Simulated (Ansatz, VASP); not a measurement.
# One calculation of Hf, two programs

```
Hf
1.0
     3.19670    0.00000    0.00000
    -1.59835    2.76842    0.00000
     0.00000    0.00000    5.05780
Hf
2
Direct
  0.33333 0.66667 0.25000
  0.66667 0.33333 0.75000
```

Alike in both runs: task electric field gradients; functional LDA; k mesh 13 × 13 × 7; occupations fermi-dirac, width 0.05 eV; no spin polarisation.

|  | VASP | Ansatz |
| --- | --- | --- |
| version | VASP 6.6.1 | Ansatz 0.2.0 |
| potentials or method | VASP PAW LDA potentials, release 64 (Hf_pv) | PAW with Ansatz's default frozen-core files, scalar-relativistic |
| plane-wave cutoff (eV) | 520 | 420 |
| valence electrons in the cell | 20 | 52 |

Ansatz gave:

```
pressure (GPa)                                                : -7.6
traceless stress, the component that is largest in VASP (GPa) : -0.14
size of Vzz on the site where it differs most (V/Å²)          : 90.9
```

Question: Which values does VASP return?

Answer: Pressure (GPa): -7.6; traceless stress, the component that is largest in VASP (GPa): -0.14; size of Vzz on the site where it differs most (V/Å²): 82.7.

LDA's correlation is that of Perdew and Zunger in VASP and of Perdew and Wang (1992) in Ansatz. VASP's potentials hold 20 valence electrons a cell and Ansatz's 52, so a difference there can come from the potentials and not from the codes.

Neither program's run includes spin-orbit coupling.
